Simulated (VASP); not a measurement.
Wanted: the native input for a VASP 6.6.1 run.

* Task: relaxation of cell and atoms
* Functional: PBEsol
* Potentials or basis: VASP PAW PBE potentials, release 64 (Fe)
* Cutoff: 600 eV
* k mesh: 13 × 13 × 13
* Occupations: fermi-dirac, width 0.05 eV
* Spin: collinear spin, ferromagnetic start
* Starting moments: [3.0] μB
* Target pressure: 5 GPa
* Dipole correction: no
* Further INCAR settings: ALGO = Normal; EDIFF = 1e-07; IBRION = 2; EDIFFG = -0.02; NSW = 80; ISIF = 3

The structure of Fe lies in POSCAR:

```
Fe
1.0
   -1.4430000000      1.4430000000      1.4430000000
    1.4430000000     -1.4430000000      1.4430000000
    1.4430000000      1.4430000000     -1.4430000000
Fe
1
Direct
    0.0000000000      0.0000000000      0.0000000000
```

These files were run (other wordings do the same):

INCAR

```
SYSTEM = Fe
  PREC = Accurate
  ENCUT = 600
  EDIFF = 1E-7
  ISMEAR = -1
  SIGMA = 0.05
  LREAL = .FALSE.
  LASPH = .TRUE.
  NELM = 150
  ALGO = Normal
  ISIF = 3
  LWAVE = .FALSE.
  LCHARG = .FALSE.
  ISPIN = 2
  MAGMOM = 3
  LORBIT = 11
  LMAXMIX = 4
  GGA = PS
  IBRION = 2
  NSW = 80
  EDIFFG = -0.02
  PSTRESS = 50.0
```

KPOINTS

```
regular mesh
0
G
  13 13 13
  0 0 0
```

Potentials or basis: VASP PAW PBE potentials, release 64 (Fe).

Command:

```bash
$ cat potpaw_PBE.64/Fe/POTCAR > POTCAR
$ mpirun -np 1 vasp_std > vasp.out
```

It gave:

The relaxed volume is 10.57 Å³/atom and the relaxed cell is a = 2.394 Å, b = 2.394 Å, c = 2.394 Å, α = 109.47°, β = 109.47°, γ = 109.47°. The space group after relaxing (to 0.1 Å) is Im-3m (No. 229) and the energy change on relaxing (the run minimises the enthalpy) is -75.3 meV/atom. The ionic steps are 4 and the pressure after relaxing is 4.8 GPa. The band gap on the k mesh is zero (filled and empty bands overlap). The net moment is 2.04 μB per cell, the site moments are Fe +2.01 μB and the valence electrons inside the program's atomic spheres are Fe 7.43.

Caveat: the cell is relaxed towards a set pressure, so the run minimises the enthalpy, not the energy; the PAW data sets were made with another functional, which shifts forces and pressure a little.

Wall time 110 s on 1 thread of Intel Xeon 8259CL, on a shared host, peak memory 0.16 GiB.
